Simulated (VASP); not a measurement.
# Zn2SeS (P-4m2) in VASP: single point with LDA

Aim: the single point of Zn2SeS with LDA.

All numbers are computed with VASP 6.6.1; they aren't measurements. Logs are shortened: lines on timing, memory, paths and dates and some standing lists are left out, and cuts for length are marked.

**1. The cell of the first run**

The structure is tetragonal, space group P-4m2 (No. 115). Conventional cell: a = 3.909 Å, b = 3.909 Å, c = 5.522 Å, α = 90.00°, β = 90.00°, γ = 90.00°. Zn (site symmetry 2mm) has 2 S at 2.35 Å and 2 Se at 2.44 Å within 3.1 Å. Within 3.2 Å of Se (site symmetry -4m2) lie 4 Zn at 2.44 Å. Within 3.1 Å of S (site symmetry -4m2) lie 4 Zn at 2.35 Å.

**2. Single point, LDA**

Contents of INCAR:

```
SYSTEM = Zn2SeS
ALGO     = Normal         ! electronic algorithm
EDIFF    = 1E-7           ! SCF threshold, eV
ENCUT    = 520            ! plane-wave cutoff, eV
ISIF     = 2              ! what is computed and relaxed
ISMEAR   = 0              ! smearing method
LASPH    = .TRUE.         ! aspherical terms in the spheres
LCHARG   = .FALSE.        ! write CHGCAR
LREAL    = .FALSE.        ! projectors in reciprocal space
LWAVE    = .FALSE.        ! write WAVECAR
NBANDS   = 26             ! bands
NELM     = 60             ! most SCF steps
PREC     = Accurate       ! precision mode
SIGMA    = 0.05           ! smearing width, eV
```

Contents of KPOINTS:

```
k-points
0
G
  8 8 6
  0 0 0
```

Contents of POSCAR:

```
Zn2SeS
1.0
    3.9092870600      0.0000000000      0.0000000000
    0.0000000000      3.9092870600      0.0000000000
    0.0000000000      0.0000000000      5.5221151400
Zn Se S
2 1 1
Direct
    0.5000000000      0.0000000000      0.7630636300
    0.0000000000      0.5000000000      0.2369363700
    0.0000000000      0.0000000000      0.5000000000
    0.5000000000      0.5000000000      0.0000000000
```

Potentials or basis: VASP PAW LDA potentials, release 64 (Zn, Se, S).

The run is started by

```
$ cat potpaw_LDA.64/Zn/POTCAR potpaw_LDA.64/Se/POTCAR potpaw_LDA.64/S/POTCAR > POTCAR
$ mpirun -np 1 vasp_std > vasp.out
```

OUTCAR:

```text
SYSTEM = Zn2SeS
   EDIFF = 1E-7
   ENCUT = 520
   ISIF = 2
   ISMEAR = 0
   LASPH = .TRUE.
   LREAL = .FALSE.
   NELM = 60
   PREC = Accurate

 ion  position               nearest neighbor table
   1  0.500  0.000  0.763-   4 2.35   4 2.35   3 2.44   3 2.44
   2  0.000  0.500  0.237-   4 2.35   4 2.35   3 2.44   3 2.44
   3  0.000  0.000  0.500-   1 2.44   2 2.44   2 2.44   1 2.44
   4  0.500  0.500  0.000-   1 2.35   2 2.35   1 2.35   2 2.35

  LATTYP: Found a simple tetragonal cell.
 ALAT       =     3.9092870600
 C/A-ratio  =     1.4125632258

  Lattice vectors:

 A1 = (   3.9092870600,   0.0000000000,   0.0000000000)
 A2 = (   0.0000000000,   3.9092870600,   0.0000000000)
 A3 = (   0.0000000000,   0.0000000000,   5.5221151400)

Analysis of symmetry for initial positions (statically):
=====================================================================
 Subroutine PRICEL returns:
 Original cell was already a primitive cell.

 Routine SETGRP: Setting up the symmetry group for a
 simple tetragonal supercell.

 Subroutine GETGRP returns: Found  8 space group operations
 (whereof  8 operations were pure point group operations)
 out of a pool of 16 trial point group operations.

The static configuration has the point symmetry D_2d.

Analysis of symmetry for dynamics (positions and initial velocities):
=====================================================================
 Subroutine PRICEL returns:
 Original cell was already a primitive cell.

 Routine SETGRP: Setting up the symmetry group for a
 simple tetragonal supercell.

 Subroutine GETGRP returns: Found  8 space group operations
 (whereof  8 operations were pure point group operations)
 out of a pool of 16 trial point group operations.

The dynamic configuration has the point symmetry D_2d.

 Subroutine INISYM returns: Found  8 space group operations
 (whereof  8 operations are pure point group operations),
 and found     1 'primitive' translations

----------------------------------------------------------------------------------------

                                     Primitive cell

  volume of cell :      84.3919

  direct lattice vectors                    reciprocal lattice vectors
     3.909287060  0.000000000  0.000000000     0.255801118  0.000000000  0.000000000
     0.000000000  3.909287060  0.000000000     0.000000000  0.255801118  0.000000000
     0.000000000  0.000000000  5.522115140     0.000000000  0.000000000  0.181090031

  length of vectors
     3.909287060  3.909287060  5.522115140     0.255801118  0.255801118  0.181090031

  position of ions in fractional coordinates (direct lattice)
     0.500000000  0.000000000  0.763063630
     0.000000000  0.500000000  0.236936370
     0.000000000  0.000000000  0.500000000
     0.500000000  0.500000000  0.000000000

  ion indices of the primitive-cell ions
   primitive index   ion index
                 1           1
                 2           2
                 3           3
                 4           4

----------------------------------------------------------------------------------------

 KPOINTS: k-points

Automatic generation of k-mesh.
 Grid dimensions read from file:
 generate k-points for:    8    8    6

 Generating k-lattice:

  Cartesian coordinates                     Fractional coordinates (reciprocal lattice)
     0.031975140  0.000000000  0.000000000     0.125000000  0.000000000  0.000000000
     0.000000000  0.031975140  0.000000000     0.000000000  0.125000000  0.000000000
     0.000000000  0.000000000  0.030181672     0.000000000  0.000000000  0.166666667

  Length of vectors
     0.031975140  0.031975140  0.030181672

  Shift w.r.t. Gamma in fractional coordinates (k-lattice)
     0.000000000  0.000000000  0.000000000

 Subroutine IBZKPT returns following result:
 ===========================================

 Found     60 irreducible k-points:

 Following reciprocal coordinates:
            Coordinates               Weight
  0.000000  0.000000  0.000000      1.000000
  0.125000  0.000000  0.000000      4.000000
  0.250000  0.000000  0.000000      4.000000
  0.375000  0.000000  0.000000      4.000000
  0.500000  0.000000  0.000000      2.000000
  0.125000  0.125000  0.000000      4.000000
[... 16 lines left out ...]
  0.375000  0.125000  0.166667     16.000000
  0.500000  0.125000  0.166667      8.000000
 [... further k-points ...]
   k-points           NKPTS =     60   k-points in BZ     NKDIM =     60   number of bands    NBANDS=     26
   number of dos      NEDOS =    301   number of ions     NIONS =      4
   total plane-waves  NPLWV =  37800
   dimension x,y,z NGX =    30 NGY =   30 NGZ =   42
   dimension x,y,z NGXF=    60 NGYF=   60 NGZF=   84
   ions per type =               2   1   1
   NGX,Y,Z   is equivalent  to a cutoff of  12.76, 12.76, 12.64 a.u.
   NGXF,Y,Z  is equivalent  to a cutoff of  25.52, 25.52, 25.29 a.u.
 SYSTEM =  Zn2SeS
   PREC   = accura    normal or accurate (medium, high low for compatibility)
   ISTART =      0    job   : 0-new  1-cont  2-samecut
   ICHARG =      2    charge: 1-file 2-atom 10-const
   ISPIN  =      1    spin polarized calculation?
   LNONCOLLINEAR =      F non collinear calculations
   LSORBIT =      F    spin-orbit coupling
   LASPH  =      T    aspherical Exc in radial PAW
   ENCUT  =  520.0 eV  38.22 Ry    6.18 a.u.   7.27  7.27 10.27*2*pi/ulx,y,z
   NELM   =     60;   NELMIN=  2; NELMDL= -5     # of ELM steps
   EDIFF  = 0.1E-06   stopping-criterion for ELM
   LREAL  =      F    real-space projection
   EDIFFG = 0.1E-05   stopping-criterion for IOM
   NSW    =      0    number of steps for IOM
   IBRION =     -1    ionic relax: 0-MD 1-quasi-New 2-CG
   NFREE  =      0    steps in history (QN), initial steepest desc. (CG)
   ISIF   =      2    stress and relaxation
   ISYM   =      2    0-nonsym 1-usesym 2-fastsym
   POTIM  = 0.5000    time-step for ionic-motion
   TEBEG  =    0.0;   TEEND  =   0.0 temperature during run
   PSTRESS=    0.0 pullay stress
   NELECT =      36.0000    total number of electrons
   NUPDOWN=      -1.0000    fix difference up-down
   EMIN   =  10.00;   EMAX   =-10.00  energy-range for DOS
   EFERMI =   0.00;   METHOD = LEGACY
   ISMEAR =     0;   SIGMA  =   0.05  broadening in eV -4-tet -1-fermi 0-gaus
   EFERMI_NEDOS =   21; number of points for ismear=-14 and -15
   IALGO  =     38    algorithm
   IMIX   =      4    mixing-type and parameters
     AMIX     =   0.40;   BMIX     =  1.00
     AMIX_MAG =   1.60;   BMIX_MAG =  1.00
  volume/ion in A,a.u.               =      21.10       142.38
  Fermi-wavevector in a.u.,A,eV,Ry     =   1.232373  2.328847 20.663752  1.518743
  Thomas-Fermi vector in A             =   2.367146
   LORBIT       =      0    0 simple, 1 ext, 2 COOP (PROOUT), +10 PAW based schemes
   GGA     = CA    functional components
   LHFCALC =     F    Hartree Fock is set to
   AEXX    =    0.0000 exact exchange contribution
   IVDW    =     0    specifies the selected vdW correction
   LEPSILON=     F    determine dielectric tensor
   LRPA    =     F    only Hartree local field effects (RPA)
 non-spin polarized calculation
 Gauss-broadening in eV      SIGMA  =   0.05
  energy-cutoff  :      520.00
  volume of cell :       84.39
 maximum number of plane-waves:      2316
 NGX is ok and might be reduce to    30
   NGX = 15   NGY = 15   NGZ = 21

 number of electron      35.9999972 magnetization

 Free energy of the ion-electron system (eV)
  ---------------------------------------------------
  ext. energy  EPLUGINS =         0.00000000
  ---------------------------------------------------
  free energy    TOTEN  =       -15.49711032 eV

  energy without entropy =      -15.49711032  energy(sigma->0) =      -15.49711032

 E-fermi :   2.0706     XC(G=0):  -9.8908

 val. band max:        1.8026969889   @ k =   0.0000   0.0000   0.0000
 cond. band min:       3.2032112245   @ k =   0.0000   0.0000   0.0000
 fundamental gap:      1.4005142356
 Fermi energy:         2.0706429739

 k-point     1 :       0.0000    0.0000    0.0000
  band No.  band energies     occupation
      1     -11.4762      2.00000
      2     -10.2962      2.00000
      3      -4.8870      2.00000
      4      -4.8636      2.00000
      5      -4.8636      2.00000
      6      -4.8176      2.00000
[... 18 lines left out ...]
     25      12.2666      0.00000
     26      12.4245      0.00000

 k-point     2 :       0.1250    0.0000    0.0000
  band No.  band energies     occupation
      1     -11.4011      2.00000
      2     -10.2964      2.00000
      3      -4.8658      2.00000
      4      -4.8585      2.00000
      5      -4.8538      2.00000
      6      -4.7975      2.00000
[... 18 lines left out ...]
     25      11.7339      0.00000
     26      12.1301      0.00000

 k-point     3 :       0.2500    0.0000    0.0000
  band No.  band energies     occupation
      1     -11.1932      2.00000
      2     -10.3185      2.00000
      3      -4.8474      2.00000
      4      -4.8270      2.00000
      5      -4.8087      2.00000
      6      -4.7634      2.00000
[... 18 lines left out ...]
     25      10.8344      0.00000
     26      11.0264      0.00000

 k-point     4 :       0.3750    0.0000    0.0000
  band No.  band energies     occupation
      1     -10.9055      2.00000
      2     -10.4134      2.00000
      3      -4.7917      2.00000
      4      -4.7775      2.00000
      5      -4.7596      2.00000
      6      -4.7479      2.00000
[... 18 lines left out ...]
     25       9.8737      0.00000
     26      10.0484      0.00000
[... 496 lines left out ...]
      1     -11.0741      2.00000
      2     -10.3641      2.00000
      3      -4.8549      2.00000
      4      -4.7929      2.00000
      5      -4.7804      2.00000
      6      -4.7435      2.00000
[... 18 lines left out ...]
     25       9.1083      0.00000
     26      11.0138      0.00000

 k-point    23 :       0.3750    0.1250    0.1667
  band No.  band energies     occupation
      1     -10.8143      2.00000
      2     -10.4136      2.00000
      3      -4.8169      2.00000
      4      -4.7539      2.00000
      5      -4.7357      2.00000
      6      -4.7065      2.00000
[... 18 lines left out ...]
     25       9.3963      0.00000
     26      10.7486      0.00000

 k-point    24 :       0.5000    0.1250    0.1667
  band No.  band energies     occupation
      1     -10.5884      2.00000
      2     -10.5495      2.00000
      3      -4.7895      2.00000
      4      -4.7495      2.00000
      5      -4.7219      2.00000
      6      -4.6898      2.00000
[... 18 lines left out ...]
     25       9.9484      0.00000
     26       9.9516      0.00000

 [... further k-points ...]

------------------------ aborting loop because EDIFF is reached ----------------------------------------

  FORCE on cell =-STRESS in cart. coord.  units (eV):
  Direction    XX          YY          ZZ          XY          YZ          ZX
  --------------------------------------------------------------------------------------
  -------------------------------------------------------------------------------------
  Total       -1.7803118     -1.7803118     -1.7520843      0.0000000      0.0000000     -0.0000000
  in kB      -33.7991730    -33.7991730    -33.2632737      0.0000000      0.0000000     -0.0000000
  external PRESSURE =     -33.6205399 kB  Pullay stress =       0.0000000 kB

 VOLUME and BASIS-vectors are now :
 -----------------------------------------------------------------------------
  energy-cutoff  :      520.00
  volume of cell :       84.39
      direct lattice vectors                 reciprocal lattice vectors
     3.909287060  0.000000000  0.000000000     0.255801118  0.000000000  0.000000000
     0.000000000  3.909287060  0.000000000     0.000000000  0.255801118  0.000000000
     0.000000000  0.000000000  5.522115140     0.000000000  0.000000000  0.181090031

 POSITION                                       TOTAL-FORCE (eV/Angst)
 -----------------------------------------------------------------------------------
      1.95464      0.00000      4.21373         0.000000     -0.000000     -0.001007
      0.00000      1.95464      1.30839        -0.000000     -0.000000      0.001007
      0.00000      0.00000      2.76106         0.000000     -0.000000      0.000000
      1.95464      1.95464      0.00000         0.000000      0.000000      0.000000
 -----------------------------------------------------------------------------------
    total drift:                                0.000000      0.000000     -0.000000

  FREE ENERGIE OF THE ION-ELECTRON SYSTEM (eV)
  ---------------------------------------------------
  free  energy   TOTEN  =       -15.4971103208 eV

  energy  without entropy=      -15.4971103208  energy(sigma->0) =      -15.49711032
```

It took 3 min on 1 thread of AMD EPYC 7R13, shared host; peak memory 0.22 GiB.

What came out:

- Free energy: -15.4971 eV
- Pressure: -3.4 GPa
- Band gap on the k mesh: 1.40 eV, direct
